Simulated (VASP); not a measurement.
Hf, 2 atoms in the cell. It takes space group I4_1/amd (No. 141, tetragonal). The conventional cell has a = 5.133 Å, b = 5.133 Å, c = 2.812 Å, α = 90.00°, β = 90.00°, γ = 90.00°. Within 3.5 Å of Hf (site symmetry -4m2) lie 10 Hf at 2.66 to 3.32 Å. 

| Property | Result |
| --- | --- |
| Program | VASP 6.6.1 |
| Task | single point |
| Functional | PBE |
| Potentials or basis | VASP PAW PBE potentials, release 64 (Hf_pv) |
| Cutoff | 520 eV |
| k mesh | 15 × 15 × 15 |
| Occupations | fermi-dirac, width 0.08 eV |
| Spin | no spin polarisation |
| Dipole correction | no |
| Further INCAR settings | ALGO = Normal; EDIFF = 1e-07; NBANDS = 17 |

Potentials or basis: VASP PAW PBE potentials, release 64 (Hf_pv).

Launch:

```console
$ cat potpaw_PBE.64/Hf_pv/POTCAR > POTCAR
$ mpirun -np 1 vasp_std > vasp.out
```

Hardware: 1 thread of AMD EPYC 7R13, with other jobs on the host.

Task: Estimate the wall time of this run.

Result: It took 6.1 min on 1 thread of AMD EPYC 7R13, with other jobs on the host, peak memory 0.26 GiB. Counts: scf iterations 13, k points 288.
